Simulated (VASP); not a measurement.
**Ta: single point with r2SCAN**

The system is Ta.

```
Ta
1.0
    -1.65493    1.65493    1.65493
     1.65493   -1.65493    1.65493
     1.65493    1.65493   -1.65493
Ta
1
Direct
  0.00000 0.00000 0.00000
```

- Program: VASP 6.6.1
- Task: single point
- Functional: r2SCAN
- Potentials or basis: VASP PAW PBE potentials, release 64 (Ta_pv)
- Cutoff: 550 eV
- k mesh: 9 × 9 × 9
- Occupations: fermi-dirac, width 0.1 eV
- Spin: no spin polarisation

* Pressure: 0.7 GPa

Levels at points of the mesh, in eV from the Fermi level:
| k point | band 3 | band 4 | band 5 | band 6 | band 7 | band 8 |
| --- | --- | --- | --- | --- | --- | --- |
| (0.00, 0.00, 0.00) | -34.30 | -8.34 | 0.80 | 0.80 | 0.80 | 4.26 |

Run time: 23 s on 1 thread of AMD EPYC 9R45 96-Core Processor (Zen 5), with other jobs on the host, peak memory 0.12 GiB.

Caveat: the PAW data sets were made with another functional, which shifts forces and pressure a little; spin-orbit coupling is left out, which moves the levels of the heavy elements.
